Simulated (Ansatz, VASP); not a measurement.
# One calculation of SnSe2, two programs

```
Sn Se
1.0
     3.74400    0.00000    0.00000
    -1.87200    3.24240    0.00000
     0.00000    0.00000    5.68540
Sn Se
1 2
Direct
  0.00000 0.00000 0.00000
  0.33333 0.66667 0.26513
  0.66667 0.33333 0.73487
```

Alike in both runs: task single point; functional PBE; dispersion D3(BJ); k mesh 12 × 12 × 6; occupations gaussian, width 0.03 eV; no spin polarisation.

|  | VASP | Ansatz |
| --- | --- | --- |
| version | VASP 6.6.1 | Ansatz 0.2.0 |
| potentials or method | VASP PAW PBE potentials, release 64 (Sn_d, Se), cutoff 500 eV | scalar-relativistic, plane waves, PAW |
| valence electrons in the cell | 26 | 46 |

|  | VASP | Ansatz | Ansatz less VASP |
| --- | --- | --- | --- |
| gap on the k mesh at the Fermi level (eV) | 0.31 | 0.32 | +0.009 |
| least direct gap on the mesh (eV) | 0.92 | 0.93 | +0.014 |
| pressure (GPa) | 9.3 | 9.1 | -0.12 |
| traceless stress, the component that is largest in VASP (GPa) | 1.31 | 1.30 | -0.005 |
| rms of the force components (eV/Å) | 0.542 | 0.532 | -0.0096 |

Atom by atom the forces differ by 0.010 eV/Å (rms over components). VASP's potentials hold 26 valence electrons a cell and Ansatz's 46, so a difference there can come from the potentials and not from the codes.
